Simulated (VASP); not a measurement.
Set up this calculation in VASP 6.6.1, as the native input.

```
Task                   : single point
Functional             : PBE
Potentials or basis    : VASP PAW PBE potentials, release 64 (K_sv, Cl)
Cutoff                 : 520 eV
k mesh                 : 12 × 12 × 10
Occupations            : gaussian, width 0.1 eV
Spin                   : no spin polarisation
Dipole correction      : no
Further INCAR settings : ALGO = Normal; EDIFF = 1e-06; NBANDS = 18
```

The structure of KCl2 lies in POSCAR:

```
KCl2
1.0
    4.2303215952      0.0000000000      0.0000000000
    0.0000000000      4.2303215952      0.0000000000
    0.0000000000      0.0000000000      5.3286844761
K Cl
1 2
Direct
    0.5000000000      0.5000000000      0.0000000000
    0.0000000000      0.0000000000      0.2522370076
    0.0000000000      0.0000000000      0.7477629924
```

The cell was generated, and may not be a known phase.

The input as run:

INCAR

```
PREC     = Accurate       # precision mode
ENCUT    = 520            # plane-wave cutoff, eV
EDIFF    = 1E-6           # SCF threshold, eV
ISMEAR   = 0              # smearing method
SIGMA    = 0.1            # smearing width, eV
LREAL    = False          # projectors in reciprocal space
LASPH    = True           # aspherical terms in the spheres
NELM     = 60             # most SCF steps
ALGO     = Normal         # electronic algorithm
ISIF     = 2              # what is computed and relaxed
LWAVE    = False          # write WAVECAR
LCHARG   = False          # write CHGCAR
GGA      = PE             # functional
NBANDS   = 18             # bands
```

KPOINTS

```
Automatic mesh
0
Gamma
  12 12 10
```

Potentials or basis: VASP PAW PBE potentials, release 64 (K_sv, Cl).

Command:

```sh
$ cat potpaw_PBE.64/K_sv/POTCAR potpaw_PBE.64/Cl/POTCAR > POTCAR
$ mpirun -np 1 vasp_std > vasp.out
```

Results of the run:

* Pressure: 0.0 GPa
* Band gap on the k mesh: zero (an odd number of electrons rules out a gap without spin polarisation)

Caveat: an odd number of electrons without spin polarisation forces a metal; a magnetic or distorted state may lie lower.

Wall time 2.9 min on 1 thread of Intel(R) Xeon(R) Platinum 8259CL CPU @ 2.50GHz (Skylake/Cascade Lake), on a shared host, peak memory 0.37 GiB.
